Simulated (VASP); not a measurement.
# MgO (Pm-3m) in VASP: notebook

MgO is run at these levels: PBE; tasks: G0W0 quasiparticle levels.

All numbers are computed with VASP 6.6.1; they aren't measurements. Logs are shortened: lines on timing, memory, paths and dates and some standing lists are left out, and cuts for length are marked.

**1. The cell of the first run**

Symmetry: Pm-3m, No. 221, cubic system. Conventional cell: a = 2.623 Å, b = 2.623 Å, c = 2.623 Å, α = 90.00°, β = 90.00°, γ = 90.00°. Within 3.0 Å of Mg (site symmetry m-3m) lie 8 O at 2.27 Å and 6 Mg at 2.62 Å. Within 3.0 Å of O (site symmetry m-3m) lie 8 Mg at 2.27 Å and 6 O at 2.62 Å.

**2. G0W0 quasiparticle levels, PBE**

Contents of POSCAR:

```
MgO
1.0
    2.6233491278      0.0000000000      0.0000000000
    0.0000000000      2.6233491278      0.0000000000
    0.0000000000      0.0000000000      2.6233491278
Mg O
1 1
Direct
    0.0000000000      0.0000000000      0.0000000000
    0.5000000000      0.5000000000      0.5000000000
```

Contents of INCAR.step1:

```
PREC = Accurate
ENCUT = 500
EDIFF = 1E-8
ISMEAR = 0
SIGMA = 0.01
LREAL = F
LASPH = T
NELM = 80
ALGO = Normal
LWAVE = T
LCHARG = F
GGA = PE
```

Contents of INCAR.step2:

```
PREC = Accurate
ENCUT = 500
EDIFF = 1E-8
ISMEAR = 0
SIGMA = 0.01
LREAL = F
LASPH = T
NELM = 1
ALGO = Exact
LWAVE = T
LCHARG = F
GGA = PE
NBANDS = 49
LOPTICS = T
ISTART = 1
```

Contents of INCAR.step3:

```
PREC = Accurate
ENCUT = 500
EDIFF = 1E-8
ISMEAR = 0
SIGMA = 0.01
LREAL = F
LASPH = T
ALGO = EVGW0
LWAVE = F
LCHARG = F
GGA = PE
NELMGW = 1
NBANDS = 49
ENCUTGW = 120.0
NOMEGA = 48
PRECFOCK = Fast
ISTART = 1
NBANDSGW = 12
```

Contents of KPOINTS:

```
regular mesh
0
Gamma
  4 4 4
```

Potentials or basis: VASP PAW PBE potentials, release 64 (Mg_GW, O_GW).

Command:

```console
$ cat potpaw_PBE.64/Mg_GW/POTCAR potpaw_PBE.64/O_GW/POTCAR > POTCAR
$ cp INCAR.step1 INCAR
$ mpirun -np 1 vasp_std > vasp.out
$ cp INCAR.step2 INCAR
$ mpirun -np 1 vasp_std > vasp.out
$ cp INCAR.step3 INCAR
$ mpirun -np 1 vasp_std > vasp.out
```

OUTCAR:

```text
PREC = Accurate
   ENCUT = 500
   EDIFF = 1E-8
   ISMEAR = 0
   LREAL = F
   LASPH = T
   GGA = PE
   NELMGW = 1
   ENCUTGW = 120.0
   PRECFOCK = Fast
   ISTART = 1

 ion  position               nearest neighbor table
   1  0.000  0.000  0.000-
   2  0.500  0.500  0.500-

  LATTYP: Found a simple cubic cell.
 ALAT       =     2.6233491278

  Lattice vectors:

 A1 = (   2.6233491278,   0.0000000000,   0.0000000000)
 A2 = (   0.0000000000,   2.6233491278,   0.0000000000)
 A3 = (   0.0000000000,   0.0000000000,   2.6233491278)

Analysis of symmetry for initial positions (statically):
=====================================================================
 Subroutine PRICEL returns:
 Original cell was already a primitive cell.

 Routine SETGRP: Setting up the symmetry group for a
 simple cubic supercell.

 Subroutine GETGRP returns: Found 48 space group operations
 (whereof 48 operations were pure point group operations)
 out of a pool of 48 trial point group operations.

The static configuration has the point symmetry O_h .

Analysis of symmetry for dynamics (positions and initial velocities):
=====================================================================
 Subroutine PRICEL returns:
 Original cell was already a primitive cell.

 Routine SETGRP: Setting up the symmetry group for a
 simple cubic supercell.

 Subroutine GETGRP returns: Found 48 space group operations
 (whereof 48 operations were pure point group operations)
 out of a pool of 48 trial point group operations.

The dynamic configuration has the point symmetry O_h .

 Subroutine INISYM returns: Found 48 space group operations
 (whereof 48 operations are pure point group operations),
 and found     1 'primitive' translations

----------------------------------------------------------------------------------------

                                     Primitive cell

  volume of cell :      18.0538

  direct lattice vectors                    reciprocal lattice vectors
     2.623349128  0.000000000  0.000000000     0.381192114  0.000000000  0.000000000
     0.000000000  2.623349128  0.000000000     0.000000000  0.381192114  0.000000000
     0.000000000  0.000000000  2.623349128     0.000000000  0.000000000  0.381192114

  length of vectors
     2.623349128  2.623349128  2.623349128     0.381192114  0.381192114  0.381192114

  position of ions in fractional coordinates (direct lattice)
     0.000000000  0.000000000  0.000000000
     0.500000000  0.500000000  0.500000000

  ion indices of the primitive-cell ions
   primitive index   ion index
                 1           1
                 2           2

----------------------------------------------------------------------------------------

 KPOINTS: regular mesh

Automatic generation of k-mesh.
 Grid dimensions read from file:
 generate k-points for:    4    4    4

 Generating k-lattice:

  Cartesian coordinates                     Fractional coordinates (reciprocal lattice)
     0.095298029  0.000000000  0.000000000     0.250000000  0.000000000  0.000000000
     0.000000000  0.095298029  0.000000000     0.000000000  0.250000000  0.000000000
     0.000000000  0.000000000  0.095298029     0.000000000  0.000000000  0.250000000

  Length of vectors
     0.095298029  0.095298029  0.095298029

  Shift w.r.t. Gamma in fractional coordinates (k-lattice)
     0.000000000  0.000000000  0.000000000

 Subroutine IBZKPT returns following result:
 ===========================================

 Found     10 irreducible k-points:

 Following reciprocal coordinates:
            Coordinates               Weight
  0.000000  0.000000  0.000000      1.000000
  0.250000  0.000000  0.000000      6.000000
  0.500000  0.000000  0.000000      3.000000
  0.250000  0.250000  0.000000     12.000000
  0.500000  0.250000  0.000000     12.000000
  0.500000  0.500000  0.000000      3.000000
  0.250000  0.250000  0.250000      8.000000
  0.500000  0.250000  0.250000     12.000000
  0.500000  0.500000  0.250000      6.000000
  0.500000  0.500000  0.500000      1.000000
   k-points           NKPTS =     10   k-points in BZ     NKDIM =     64   number of bands    NBANDS=     49
   number of dos      NEDOS =    301   number of ions     NIONS =      2
   total plane-waves  NPLWV =   8000
   dimension x,y,z NGX =    20 NGY =   20 NGZ =   20
   dimension x,y,z NGXF=    40 NGYF=   40 NGZF=   40
   ions per type =               1   1
   NGX,Y,Z   is equivalent  to a cutoff of  12.67, 12.67, 12.67 a.u.
   NGXF,Y,Z  is equivalent  to a cutoff of  25.35, 25.35, 25.35 a.u.
 SYSTEM =  unknown system
   PREC   = accura    normal or accurate (medium, high low for compatibility)
   ISTART =      1    job   : 0-new  1-cont  2-samecut
   ICHARG =      0    charge: 1-file 2-atom 10-const
   ISPIN  =      1    spin polarized calculation?
   LNONCOLLINEAR =      F non collinear calculations
   LSORBIT =      F    spin-orbit coupling
   LASPH  =      T    aspherical Exc in radial PAW
   ENCUT  =  500.0 eV  36.75 Ry    6.06 a.u.   4.78  4.78  4.78*2*pi/ulx,y,z
   NELM   =     60;   NELMIN=  2; NELMDL=  0     # of ELM steps
   EDIFF  = 0.1E-07   stopping-criterion for ELM
   LREAL  =      F    real-space projection
   EDIFFG = 0.1E-06   stopping-criterion for IOM
   NSW    =      0    number of steps for IOM
   IBRION =     -1    ionic relax: 0-MD 1-quasi-New 2-CG
   NFREE  =      0    steps in history (QN), initial steepest desc. (CG)
   ISIF   =      0    stress and relaxation
   ISYM   =      3    0-nonsym 1-usesym 2-fastsym
   POTIM  = 0.5000    time-step for ionic-motion
   TEBEG  =    0.0;   TEEND  =   0.0 temperature during run
   PSTRESS=    0.0 pullay stress
   NELECT =       8.0000    total number of electrons
   NUPDOWN=      -1.0000    fix difference up-down
   EMIN   =  10.00;   EMAX   =-10.00  energy-range for DOS
   EFERMI =   0.00;   METHOD = LEGACY
   ISMEAR =     0;   SIGMA  =   0.01  broadening in eV -4-tet -1-fermi 0-gaus
   EFERMI_NEDOS =   21; number of points for ismear=-14 and -15
   IALGO  =     38    algorithm
   IMIX   =      4    mixing-type and parameters
     AMIX     =   0.40;   BMIX     =  1.00
     AMIX_MAG =   1.60;   BMIX_MAG =  1.00
  volume/ion in A,a.u.               =       9.03        60.92
  Fermi-wavevector in a.u.,A,eV,Ry     =   1.248098  2.358563 21.194461  1.557749
  Thomas-Fermi vector in A             =   2.382200
   LORBIT       =      0    0 simple, 1 ext, 2 COOP (PROOUT), +10 PAW based schemes
   GGA     = PE    functional components
   LHFCALC =     T    Hartree Fock is set to
   PRECFOCK=fast      Normal, Fast or Accurate (Low or Medium for compatibility)
   ENCUT4O =  -1.0   cutoff for four orbital integrals eV
   NKREDX  =     1    reduce k-point grid by
   NKREDY  =     1    reduce k-point grid by
   NKREDZ  =     1    reduce k-point grid by
   AEXX    =    1.0000 exact exchange contribution
   HFSCREEN=    0.0000 screening length (either q_TF or 0.3 A-1)
   HFSCREENC=   0.0000 screening length for correlation (either q_TF or 0.3 A-1)
   ENCUTFOCK=  -1.0 apply spherical cutoff to Coloumb kernel
   IVDW    =     0    specifies the selected vdW correction
   LEPSILON=     F    determine dielectric tensor
   LRPA    =     F    only Hartree local field effects (RPA)
   LRPAFORCE           =     F    calculate RPA forces
   ENCUTGW             = 120.0    cutoff for response function in eV
   ENCUTGWSOFT         =  96.0    soft cutoff for Coulomb kernel in GW response function in eV
   ENCUTLF             =  -1.0    cutoff for local field effects
   NELMGW              =     1    number of iterations in solving QP/BSE equation
   NELMHF              =     1    number of iterations in the inner HF iteration
   NKREDLFX            =     1    NKREDLFY  =   1   NKREDLFZ  =   1
 non-spin polarized calculation
 Gauss-broadening in eV      SIGMA  =   0.01
  energy-cutoff  :      500.00
  volume of cell :       18.05
 maximum number of plane-waves:       480
 NGX is ok and might be reduce to    20
  NGX = 12; NGY = 12; NGZ = 12
   NGX =  9   NGY =  9   NGZ =  9
 maximum number of plane-waves:        60
 NGX is ok and might be reduce to    10

 QP shifts <psi_nk| G(iteration)W_0 |psi_nk>: iteration 1
 for sc-GW calculations column KS-energies equals QP-energies in previous step
 and V_xc(KS)=  KS-energies - (<T + V_ion + V_H > + <T+V_H+V_ion>^1  + <V_x>^1)

 k-point   1 :       0.0000    0.0000    0.0000
  band No.  KS-energies  QP-energies   sigma(KS)   V_xc(KS)     V^pw_x(r,r')   Z            occupation Imag(sigma)

      1     -13.4443     -15.2187     -20.4756     -17.8808     -29.6560       0.6838       2.0000       1.2800
      2       4.1366       3.2329     -20.4102     -19.2225     -24.7341       0.7609       2.0000       0.1440
      3       4.1366       3.2329     -20.4102     -19.2225     -24.7341       0.7609       2.0000       0.1440
      4       4.1366       3.2329     -20.4102     -19.2225     -24.7341       0.7609       2.0000       0.1440
      5       7.7505       8.8608     -10.8819     -12.2514      -7.4902       0.8106       0.0000      -0.0872
      6      15.6015      16.5720      -7.7502      -8.9488      -3.2335       0.8098       0.0000      -0.1298
      7      15.6015      16.5720      -7.7502      -8.9488      -3.2335       0.8098       0.0000      -0.1298
      8      25.4773      27.0972      -9.5520     -11.5930      -3.5892       0.7937       0.0000      -0.7781
      9      25.4773      27.0972      -9.5520     -11.5930      -3.5892       0.7937       0.0000      -0.7781
     10      25.4773      27.0972      -9.5520     -11.5930      -3.5892       0.7937       0.0000      -0.7781
     11      32.7799      34.3014      -7.8267      -9.7189      -2.5268       0.8041       0.0000      -0.6919
     12      32.7799      34.3014      -7.8267      -9.7189      -2.5268       0.8041       0.0000      -0.6919

 k-point   2 :       0.2500    0.0000    0.0000
  band No.  KS-energies  QP-energies   sigma(KS)   V_xc(KS)     V^pw_x(r,r')   Z            occupation Imag(sigma)

      1     -12.8803     -14.6912     -20.9677     -18.3444     -30.0362       0.6903       2.0000       1.2328
      2       0.8387      -0.3679     -17.3317     -15.7126     -21.6583       0.7452       2.0000       0.1985
      3       4.3567       3.4832     -20.6061     -19.4608     -24.9185       0.7627       2.0000       0.1420
      4       4.3567       3.4832     -20.6061     -19.4608     -24.9185       0.7627       2.0000       0.1420
      5      10.0355      11.2927     -11.5625     -13.1304      -8.0213       0.8018       0.0000      -0.0959
      6      16.0743      17.5208     -10.7863     -12.6377      -6.2167       0.7813       0.0000      -0.1563
      7      16.9000      17.8590      -7.6735      -8.8695      -2.9381       0.8018       0.0000      -0.1535
      8      24.4354      25.9209      -8.7115     -10.5816      -3.2445       0.7944       0.0000      -0.5384
      9      24.4354      25.9209      -8.7115     -10.5816      -3.2445       0.7944       0.0000      -0.5384
     10      27.3927      28.7465      -8.1437      -9.8075      -2.4832       0.8136       0.0000      -0.7788
     11      28.1615      29.1962      -8.2690      -9.5159      -2.6406       0.8298       0.0000      -0.8363
     12      29.8997      31.2926      -8.5111     -10.2685      -2.7575       0.7926       0.0000      -0.7747
[... 100 lines left out ...]
      1     -10.9042     -12.7706     -22.6704     -20.1438     -31.5475       0.7387       2.0000       1.1906
      2       0.8808      -0.3539     -18.0821     -16.4098     -22.7095       0.7383       2.0000       0.2057
      3       0.8808      -0.3539     -18.0821     -16.4098     -22.7095       0.7383       2.0000       0.2057
      4       3.1545       2.1363     -19.8116     -18.4657     -24.2190       0.7565       2.0000       0.1572
      5      11.1851      12.1889      -7.5399      -8.7650      -3.4532       0.8194       0.0000      -0.1066
      6      14.8084      16.0549      -9.1038     -10.6796      -4.6105       0.7911       0.0000      -0.1424
      7      14.8084      16.0549      -9.1038     -10.6796      -4.6105       0.7911       0.0000      -0.1424
      8      21.4385      22.9880     -11.2494     -13.2458      -6.0056       0.7761       0.0000      -0.3404
      9      24.2059      25.8242     -11.1624     -13.2604      -5.4083       0.7714       0.0000      -0.5340
     10      24.2059      25.8242     -11.1624     -13.2604      -5.4083       0.7714       0.0000      -0.5340
     11      24.7261      26.0740      -7.0044      -8.6684      -1.4187       0.8100       0.0000      -0.6902
     12      38.2525      39.6446      -6.4584      -8.1460      -0.7180       0.8249       0.0000      -1.2170

 k-point  10 :       0.5000    0.5000    0.5000
  band No.  KS-energies  QP-energies   sigma(KS)   V_xc(KS)     V^pw_x(r,r')   Z            occupation Imag(sigma)

      1     -10.4443     -12.2888     -23.0230     -20.5572     -31.8928       0.7480       2.0000       1.1843
      2       1.4769       0.3037     -18.7703     -17.1907     -23.4069       0.7427       2.0000       0.1917
      3       1.4769       0.3037     -18.7703     -17.1907     -23.4069       0.7427       2.0000       0.1917
      4       1.4769       0.3037     -18.7703     -17.1907     -23.4069       0.7427       2.0000       0.1917
      5      12.6487      13.6685      -7.6389      -8.8910      -3.3822       0.8145       0.0000      -0.1165
      6      12.6487      13.6685      -7.6389      -8.8910      -3.3822       0.8145       0.0000      -0.1165
      7      12.6487      13.6685      -7.6389      -8.8910      -3.3822       0.8145       0.0000      -0.1165
      8      21.5629      22.8084      -6.9667      -8.5479      -1.5666       0.7877       0.0000      -0.4506
      9      24.1145      25.8636     -12.2674     -14.5653      -6.2933       0.7612       0.0000      -0.5785
     10      24.1145      25.8636     -12.2674     -14.5653      -6.2933       0.7612       0.0000      -0.5785
     11      24.1145      25.8636     -12.2674     -14.5653      -6.2933       0.7612       0.0000      -0.5785
     12      41.9080      44.7602     -10.5104     -13.7525      -4.5917       0.8797       0.0000      -2.0535
```

Wall time 52 s (1 thread of Intel Xeon 8259CL, shared host); peak memory 0.18 GiB.

What came out:

- Band gap on the k mesh, mean-field level: 2.59 eV, indirect (least direct gap 3.61 eV)
- Quasiparticle gap: 4.45 eV
- Least direct quasiparticle gap: 5.63 eV

Levels at points of the mesh, in eV from the valence-band top:
```
           k point  band 1  band 2  band 3  band 4  band 5  band 6  band 7  band 8
(0.00, 0.00, 0.00)  -18.61   -1.02   -1.02   -1.02    2.59   10.44   10.44   20.32
(0.50, 0.00, 0.00)  -17.36   -6.59   -0.57   -0.57    7.07    9.53   14.57   17.47
(0.50, 0.50, 0.00)  -16.47   -4.77   -4.77    0.00    4.95   12.25   12.25   13.41
(0.50, 0.50, 0.50)  -15.61   -3.68   -3.68   -3.68    7.49    7.49    7.49   16.40
```

Caveat: the k points lie up to 0.60 Å⁻¹ apart; bands, screening cutoff and mesh are small and nothing is extrapolated, so the quasiparticle values aren't converged. A k mesh can miss the band edges.

[end of part 1 of 2]
